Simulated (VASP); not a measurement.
# C (C2/m) in VASP: further runs

C is run at these levels: PBE+D3(BJ); tasks: single point.

All numbers are computed with VASP 6.6.1; they aren't measurements. Logs are shortened: lines on timing, memory, paths and dates and some standing lists are left out, and cuts for length are marked.

### 1 The cell of the first run

Symmetry: C2/m, No. 12, monoclinic system. The conventional cell has a = 4.269 Å, b = 2.465 Å, c = 20.916 Å, α = 90.00°, β = 95.86°, γ = 90.00°. C (site symmetry m) has 3 C at 1.42 Å within 1.9 Å. Within 1.9 Å of C (site symmetry m) lie 3 C at 1.42 Å. C (site symmetry m) has 3 C at 1.42 Å within 1.9 Å. C (site symmetry m) has 3 C at 1.42 Å within 1.9 Å. C (site symmetry m) has 3 C at 1.42 Å within 1.9 Å. Within 1.9 Å of C (site symmetry m) lie 3 C at 1.42 Å.

### 2 Single point, PBE+D3(BJ) (the part above a cut slid along it)

File INCAR:

```
PREC = Accurate
ENCUT = 600
EDIFF = 1E-6
ISMEAR = 0
SIGMA = 0.03
LREAL = False
LASPH = True
NELM = 120
ALGO = Normal
ISIF = 2
LWAVE = False
LCHARG = False
GGA = PE
IVDW = 12
ISYM = 0
NBANDS = 36
GGA_COMPAT = False
```

File KPOINTS:

```
regular mesh
0
Gamma
  15 15 2
```

File POSCAR:

```
C
1.0
   -2.4647935466      0.0000000000      0.0000000000
   -1.2323967733     -2.1345738265      0.0000000000
   -0.6161983867     -1.0672869132     20.8066193286
C
12
Direct
    0.6666666667      0.5427642364      0.2478048605
    1.0000000000      0.5427642364      0.9144715272
    0.3333333333      0.0427642364      0.5811381939
    0.6666666667      0.6238857636      0.0855618061
    1.0000000000      0.6238857636      0.7522284728
    0.3333333333      0.1238857636      0.4188951395
    0.6666666667      0.4572288936      0.4188755462
    1.0000000000     -0.0427711064      0.0855422129
    0.3333333333     -0.0427711065      0.7522088796
    0.6666666667      0.2094211065      0.9144911204
    1.0000000000     -0.2905788935      0.5811577871
    0.3333333333      0.2094211064      0.2478244538
```

Potentials or basis: VASP PAW PBE potentials, release 64 (C).

Run with:

```
cat potpaw_PBE.64/C/POTCAR > POTCAR
mpirun -np 1 vasp_std > vasp.out
```

OUTCAR:

```text
PREC = Accurate
   ENCUT = 600
   EDIFF = 1E-6
   ISMEAR = 0
   LREAL = False
   LASPH = True
   NELM = 120
   ISIF = 2
   GGA = PE
   IVDW = 12
   ISYM = 0
 IVDW          = 12

 ion  position               nearest neighbor table
   1  0.667  0.543  0.248-  12 1.42  12 1.42  12 1.42
   2  0.000  0.543  0.914-  10 1.42  10 1.42  10 1.42
   3  0.333  0.043  0.581-  11 1.42  11 1.42  11 1.42
   4  0.667  0.624  0.086-   8 1.42   8 1.42   8 1.42
   5  0.000  0.624  0.752-   9 1.42   9 1.42   9 1.42
   6  0.333  0.124  0.419-   7 1.42   7 1.42   7 1.42
   7  0.667  0.457  0.419-   6 1.42   6 1.42   6 1.42
   8  0.000  0.957  0.086-   4 1.42   4 1.42   4 1.42
   9  0.333  0.957  0.752-   5 1.42   5 1.42   5 1.42
  10  0.667  0.209  0.914-   2 1.42   2 1.42   2 1.42
  11  0.000  0.709  0.581-   3 1.42   3 1.42   3 1.42
  12  0.333  0.209  0.248-   1 1.42   1 1.42   1 1.42

IMPORTANT INFORMATION: All symmetrisations will be switched off!
NOSYMM: (Re-)initialisation of all symmetry stuff for point group C_1.

----------------------------------------------------------------------------------------

                                     Primitive cell

  volume of cell :     109.4695

  direct lattice vectors                    reciprocal lattice vectors
    -2.464793547  0.000000000  0.000000000    -0.405713493  0.234238795 -0.000000000
    -1.232396773 -2.134573827  0.000000000     0.000000000 -0.468477589 -0.024030814
    -0.616198387 -1.067286913 20.806619329     0.000000000  0.000000000  0.048061628

  length of vectors
     2.464793547  2.464793547 20.843085417     0.468477589  0.469093521  0.048061628

  position of ions in fractional coordinates (direct lattice)
     0.666666667  0.542764236  0.247804860
     1.000000000  0.542764236  0.914471527
     0.333333333  0.042764236  0.581138194
     0.666666667  0.623885764  0.085561806
     1.000000000  0.623885764  0.752228473
     0.333333333  0.123885764  0.418895140
     0.666666667  0.457228894  0.418875546
     1.000000000  0.957228894  0.085542213
     0.333333333  0.957228894  0.752208880
     0.666666667  0.209421107  0.914491120
     1.000000000  0.709421107  0.581157787
     0.333333333  0.209421106  0.247824454

  ion indices of the primitive-cell ions
   primitive index   ion index
                 1           1
                 2           2
                 3           3
                 4           4
                 5           5
                 6           6
                 7           7
                 8           8
                 9           9
                10          10
                11          11
                12          12

----------------------------------------------------------------------------------------

 KPOINTS: regular mesh

Automatic generation of k-mesh.
 Grid dimensions read from file:
 generate k-points for:   15   15    2

 Generating k-lattice:

  Cartesian coordinates                     Fractional coordinates (reciprocal lattice)
    -0.027047566  0.015615920 -0.000000000     0.066666667  0.000000000 -0.000000000
     0.000000000 -0.031231839 -0.001602054     0.000000000  0.066666667  0.000000000
     0.000000000  0.000000000  0.024030814     0.000000000  0.000000000  0.500000000

  Length of vectors
     0.031231839  0.031272901  0.024030814

  Shift w.r.t. Gamma in fractional coordinates (k-lattice)
     0.000000000  0.000000000  0.000000000

 -----------------------------------------------------------------------------
|                                                                             |
|           W    W    AA    RRRRR   N    N  II  N    N   GGGG   !!!           |
|           W    W   A  A   R    R  NN   N  II  NN   N  G    G  !!!           |
|           W    W  A    A  R    R  N N  N  II  N N  N  G       !!!           |
|           W WW W  AAAAAA  RRRRR   N  N N  II  N  N N  G  GGG   !            |
|           WW  WW  A    A  R   R   N   NN  II  N   NN  G    G                |
|           W    W  A    A  R    R  N    N  II  N    N   GGGG   !!!           |
|                                                                             |
|     Your reciprocal lattice and k-lattice belong to different lattice       |
|     classes:                                                                |
|                                                                             |
|        The reciprocal lattice is body-centered orthorhombic,                |
|        whereas your k-lattice is base-centered monoclinic.                  |
|                                                                             |
|     Results are often still useful ...                                      |
|                                                                             |
 -----------------------------------------------------------------------------

 WARNING: IBZKPT: internal override: KBLOWUP is changed to .FALSE.
      ... skipping the blow-up phase ...

 Subroutine IBZKPT returns following result:
 ===========================================

 Found    226 irreducible k-points:

 Following reciprocal coordinates:
            Coordinates               Weight
  0.000000  0.000000  0.000000      1.000000
  0.066667 -0.000000 -0.000000      2.000000
  0.133333  0.000000 -0.000000      2.000000
  0.200000 -0.000000 -0.000000      2.000000
  0.266667  0.000000 -0.000000      2.000000
  0.333333 -0.000000 -0.000000      2.000000
[... 16 lines left out ...]
 -0.066667  0.066667  0.000000      2.000000
  0.000000  0.133333  0.000000      2.000000
 [... further k-points ...]
   k-points           NKPTS =    226   k-points in BZ     NKDIM =    226   number of bands    NBANDS=     36
   number of dos      NEDOS =    301   number of ions     NIONS =     12
   total plane-waves  NPLWV =  67200
   dimension x,y,z NGX =    20 NGY =   20 NGZ =  168
   dimension x,y,z NGXF=    40 NGYF=   40 NGZF=  336
   ions per type =              12
   NGX,Y,Z   is equivalent  to a cutoff of  13.49, 13.49, 13.40 a.u.
   NGXF,Y,Z  is equivalent  to a cutoff of  26.98, 26.98, 26.80 a.u.
 SYSTEM =  unknown system
   PREC   = accura    normal or accurate (medium, high low for compatibility)
   ISTART =      0    job   : 0-new  1-cont  2-samecut
   ICHARG =      2    charge: 1-file 2-atom 10-const
   ISPIN  =      1    spin polarized calculation?
   LNONCOLLINEAR =      F non collinear calculations
   LSORBIT =      F    spin-orbit coupling
   LASPH  =      T    aspherical Exc in radial PAW
   ENCUT  =  600.0 eV  44.10 Ry    6.64 a.u.   4.92  4.92 41.63*2*pi/ulx,y,z
   NELM   =    120;   NELMIN=  2; NELMDL= -5     # of ELM steps
   EDIFF  = 0.1E-05   stopping-criterion for ELM
   LREAL  =      F    real-space projection
   EDIFFG = 0.1E-04   stopping-criterion for IOM
   NSW    =      0    number of steps for IOM
   IBRION =     -1    ionic relax: 0-MD 1-quasi-New 2-CG
   NFREE  =      0    steps in history (QN), initial steepest desc. (CG)
   ISIF   =      2    stress and relaxation
   ISYM   =      0    0-nonsym 1-usesym 2-fastsym
   POTIM  = 0.5000    time-step for ionic-motion
   TEBEG  =    0.0;   TEEND  =   0.0 temperature during run
   PSTRESS=    0.0 pullay stress
   NELECT =      48.0000    total number of electrons
   NUPDOWN=      -1.0000    fix difference up-down
   EMIN   =  10.00;   EMAX   =-10.00  energy-range for DOS
   EFERMI =   0.00;   METHOD = LEGACY
   ISMEAR =     0;   SIGMA  =   0.03  broadening in eV -4-tet -1-fermi 0-gaus
   EFERMI_NEDOS =   21; number of points for ismear=-14 and -15
   IALGO  =     38    algorithm
   IMIX   =      4    mixing-type and parameters
     AMIX     =   0.40;   BMIX     =  1.00
     AMIX_MAG =   1.60;   BMIX_MAG =  1.00
  volume/ion in A,a.u.               =       9.12        61.56
  Fermi-wavevector in a.u.,A,eV,Ry     =   1.243724  2.350298 21.046178  1.546850
  Thomas-Fermi vector in A             =   2.378023
   LORBIT       =      0    0 simple, 1 ext, 2 COOP (PROOUT), +10 PAW based schemes
   GGA     = PE    functional components
   LHFCALC =     F    Hartree Fock is set to
   AEXX    =    0.0000 exact exchange contribution
   IVDW    =    12    specifies the selected vdW correction
   LEPSILON=     F    determine dielectric tensor
   LRPA    =     F    only Hartree local field effects (RPA)
 non-spin polarized calculation
 Gauss-broadening in eV      SIGMA  =   0.03
  energy-cutoff  :      600.00
  volume of cell :      109.47
 maximum number of plane-waves:      3717
   NGX =  9   NGY =  9   NGZ = 83

 number of electron      48.0000000 magnetization

 Free energy of the ion-electron system (eV)
  ---------------------------------------------------
  ext. energy  EPLUGINS =         0.00000000
  ---------------------------------------------------
  free energy    TOTEN  =      -110.59203187 eV

  energy without entropy =     -110.59195762  energy(sigma->0) =     -110.59199475

 E-fermi :   4.3941     XC(G=0): -10.0890

 val. band max:        4.3585778905   @ k =  -0.3333   0.3333   0.5000
 cond. band min:       4.4295504710   @ k =  -0.3333   0.3333   0.0000
 fundamental gap:      0.0709725804
 Fermi energy:         4.3940636215

 k-point     1 :       0.0000    0.0000    0.0000
  band No.  band energies     occupation
      1     -15.2311      2.00000
      2     -15.1784      2.00000
      3     -15.1773      2.00000
      4     -15.0525      2.00000
      5     -15.0519      2.00000
      6     -14.9944      2.00000
[... 28 lines left out ...]
     35      12.7539      0.00000
     36      12.7611      0.00000

 k-point     2 :       0.0667   -0.0000   -0.0000
  band No.  band energies     occupation
      1     -15.1252      2.00000
      2     -15.0728      2.00000
      3     -15.0717      2.00000
      4     -14.9477      2.00000
      5     -14.9471      2.00000
      6     -14.8900      2.00000
[... 28 lines left out ...]
     35      13.1613      0.00000
     36      13.1933      0.00000

 k-point     3 :       0.1333    0.0000   -0.0000
  band No.  band energies     occupation
      1     -14.8082      2.00000
      2     -14.7568      2.00000
      3     -14.7557      2.00000
      4     -14.6341      2.00000
      5     -14.6335      2.00000
      6     -14.5776      2.00000
[... 28 lines left out ...]
     35      12.9803      0.00000
     36      14.4278      0.00000

 k-point     4 :       0.2000   -0.0000   -0.0000
  band No.  band energies     occupation
      1     -14.2824      2.00000
      2     -14.2327      2.00000
      3     -14.2316      2.00000
      4     -14.1140      2.00000
      5     -14.1135      2.00000
      6     -14.0594      2.00000
[... 28 lines left out ...]
     35      12.8913      0.00000
     36      12.9585      0.00000

 k-point     5 :       0.2667    0.0000   -0.0000
  band No.  band energies     occupation
      1     -13.5523      2.00000
      2     -13.5048      2.00000
      3     -13.5036      2.00000
      4     -13.3915      2.00000
      5     -13.3910      2.00000
      6     -13.3397      2.00000
[... 655 lines left out ...]
 k-point    22 :      -0.1333    0.0667    0.0000
  band No.  band energies     occupation
      1     -14.4923      2.00000
      2     -14.4445      2.00000
      3     -14.4384      2.00000
      4     -14.3246      2.00000
      5     -14.3183      2.00000
      6     -14.2664      2.00000
[... 28 lines left out ...]
     35      13.4844      0.00000
     36      13.5528      0.00000

 k-point    23 :      -0.0667    0.0667    0.0000
  band No.  band energies     occupation
      1     -14.9136      2.00000
      2     -14.8646      2.00000
      3     -14.8583      2.00000
      4     -14.7415      2.00000
      5     -14.7350      2.00000
      6     -14.6817      2.00000
[... 28 lines left out ...]
     35      13.6800      0.00000
     36      13.8525      0.00000

 k-point    24 :       0.0000    0.1333    0.0000
  band No.  band energies     occupation
      1     -14.8080      2.00000
      2     -14.7623      2.00000
      3     -14.7501      2.00000
      4     -14.6403      2.00000
      5     -14.6274      2.00000
      6     -14.5779      2.00000
[... 28 lines left out ...]
     35      13.0585      0.00000
     36      14.4111      0.00000

 [... further k-points ...]

------------------------ aborting loop because EDIFF is reached ----------------------------------------

 Edisp (eV)   -1.80424

 E8    (eV) :    -0.5091

  FORCE on cell =-STRESS in cart. coord.  units (eV):
  Direction    XX          YY          ZZ          XY          YZ          ZX
  --------------------------------------------------------------------------------------
  -------------------------------------------------------------------------------------
  Total       0.17381     0.19193    -0.41161     0.01569    -0.00418     0.00726
  in kB       2.54380     2.80906    -6.02426     0.22968    -0.06121     0.10619
  external pressure =       -0.22 kB  Pullay stress =        0.00 kB

 VOLUME and BASIS-vectors are now :
 -----------------------------------------------------------------------------
  energy-cutoff  :      600.00
  volume of cell :      109.47
      direct lattice vectors                 reciprocal lattice vectors
    -2.464793547  0.000000000  0.000000000    -0.405713493  0.234238795 -0.000000000
    -1.232396773 -2.134573827  0.000000000     0.000000000 -0.468477589 -0.024030814
    -0.616198387 -1.067286913 20.806619329     0.000000000  0.000000000  0.048061628

 POSITION                                       TOTAL-FORCE (eV/Angst)
 -----------------------------------------------------------------------------------
     -2.46479     -1.42305      5.15598         0.000638     -0.000389     -0.000405
     -1.23240     -2.13457     19.02706         0.001449     -0.000914      0.017231
     -1.23240     -0.71152     12.09152        -0.000615      0.000331      0.002206
     -2.46479     -1.42305      1.78025        -0.001524      0.000835     -0.017267
     -1.23240     -2.13457     15.65133        -0.000644      0.000354      0.000397
     -1.23240     -0.71152      8.71579         0.000694     -0.000380     -0.002190
     -2.46479     -1.42305      8.71538        -0.000678      0.000414     -0.001855
     -1.23240     -2.13457      1.77984         0.002039     -0.001110     -0.022944
     -2.46479     -2.84610     15.65092         0.000093     -0.000047     -0.003246
     -2.46479     -1.42305     19.02747        -0.002011      0.001205      0.023008
     -1.23240     -2.13457     12.09193         0.000676     -0.000345      0.001811
     -1.23240     -0.71152      5.15639        -0.000115      0.000047      0.003256
 -----------------------------------------------------------------------------------
    total drift:                               -0.000003      0.000043     -0.000068

  FREE ENERGIE OF THE ION-ELECTRON SYSTEM (eV)
  ---------------------------------------------------
  free  energy   TOTEN  =      -112.3962724926 eV

  energy  without entropy=     -112.3961982377  energy(sigma->0) =     -112.39623537
```

Run time: 9 min. Hardware: 1 thread of AMD EPYC 9R45 (Zen 5), shared host; peak memory 0.72 GiB.

Results:

```
Free energy                : -112.3963 eV
Pressure                   : 0.0 GPa
Largest force              : 0.023 eV/Å
Dispersion energy per atom : -0.150 eV
```

Forces on the atoms (eV/Å):
```
C    0.001  0.000  0.000
C    0.001 -0.001  0.017
C   -0.001  0.000  0.002
C   -0.002  0.001 -0.017
C   -0.001  0.000  0.000
C    0.001  0.000 -0.002
C   -0.001  0.000 -0.002
C    0.002 -0.001 -0.023
C    0.000  0.000 -0.003
C   -0.002  0.001  0.023
C    0.001  0.000  0.002
C    0.000  0.000  0.003
```

Stress tensor (GPa, compression positive):
```
 0.25  0.02  0.01
 0.02  0.28 -0.01
 0.01 -0.01 -0.60
```

Caveat: the cell differs from its parent crystal (the part above a cut slid along it).

### 3 Single point, PBE+D3(BJ) (the part above a cut slid along it)

File INCAR:

```
ALGO = Normal
EDIFF = 1E-6
ENCUT = 600
GGA = PE
GGA_COMPAT = False
ISIF = 2
ISMEAR = 0
ISYM = 0
IVDW = 12
LASPH = True
LCHARG = True
LELF = True
LREAL = False
LVHAR = True
LWAVE = False
NBANDS = 36
NELM = 120
PREC = Accurate
SIGMA = 0.03
```

File KPOINTS:

```
k-points
0
Gamma
  15 15 2
```

File POSCAR:

```
C
1.0
   -2.4647935466      0.0000000000      0.0000000000
   -1.2323967733     -2.1345738265      0.0000000000
   -1.8485951600     -1.7788115221     20.8066193286
C
12
Direct
    0.5840650465      0.4601626162      0.2478048605
    0.6951761576      0.2379403940      0.9144715272
    0.1396206020     -0.1509484949      0.5811381939
    0.6381460646      0.5953651616      0.0855618061
    0.7492571757      0.3731429393      0.7522284728
    0.1937016202     -0.0157459496      0.4188951395
    0.5270414846      0.3176037115      0.4188755462
    0.9714859290     -0.0712851774      0.0855422129
    0.0825970401     -0.2935073996      0.7522088796
    0.3618362932     -0.0954092670      0.9144911204
    0.8062807376     -0.4842981559      0.5811577871
    0.2507251821      0.1268129552      0.2478244538
```

Potentials or basis: VASP PAW PBE potentials, release 64 (C).

Run with:

```
cat potpaw_PBE.64/C/POTCAR > POTCAR
mpirun -np 1 vasp_std > vasp.out
```

Wall time 16 min (1 thread of Oxide Virtual Turin-like, shared host); peak memory 0.73 GiB.

It converged, with:

| Quantity | Value |
| --- | --- |
| Free energy | -112.3930 eV |
| Pressure | 0.0 GPa |
| Largest force | 0.019 eV/Å |
| Dispersion energy per atom | -0.150 eV |

Forces in eV/Å, atoms in the order of the input:
```
C   -0.001  0.000  0.001
C    0.004 -0.002  0.011
C    0.001  0.000  0.002
C   -0.004  0.002 -0.011
C    0.001  0.000 -0.001
C   -0.001  0.000 -0.002
C    0.001  0.000 -0.002
C   -0.007  0.004 -0.017
C    0.000  0.000 -0.003
C    0.007 -0.004  0.017
C   -0.001  0.000  0.002
C    0.000  0.000  0.003
```

Stress tensor (GPa, compression positive):
```
 0.26 -0.01 -0.06
-0.01  0.25  0.04
-0.06  0.04 -0.53
```

Caveat: the cell differs from its parent crystal (the part above a cut slid along it).
